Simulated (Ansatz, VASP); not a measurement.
## Cu: VASP beside Ansatz

```xyz
1
Lattice="0.0000 1.8979 1.7171 1.8979 0.0000 1.7171 1.8979 1.8979 0.0000" Properties=species:S:1:pos:R:3 pbc="T T T"
Cu    0.0000    0.0000    0.0000
```

Change from the starting cell: strain +0.050 along x and y, -0.050 along z, atoms carried along.

Alike in both runs: task single point; functional PBEsol; k mesh 22 × 22 × 22; occupations gaussian, width 0.15 eV; no spin polarisation.

|  | VASP | Ansatz |
| --- | --- | --- |
| version | VASP 6.6.1 | Ansatz 0.2.0 |
| potentials or method | VASP PAW PBE potentials, release 64 (Cu), cutoff 520 eV | scalar-relativistic, plane waves, PAW |
| valence electrons in the cell | 11 | 19 |

```tsv
	VASP	Ansatz	Ansatz less VASP
gap on the k mesh at the Fermi level (eV)	none	none	-
pressure (GPa)	-11.1	-11.8	-0.68
traceless stress, the component that is largest in VASP (GPa)	2.09	2.11	+0.019
```

VASP's potentials were made for PBE, not for PBEsol. A gap of «none» marks a metal or a gap that the smearing closes. VASP's potentials hold 11 valence electrons a cell and Ansatz's 19, so a difference there can come from the potentials and not from the codes.
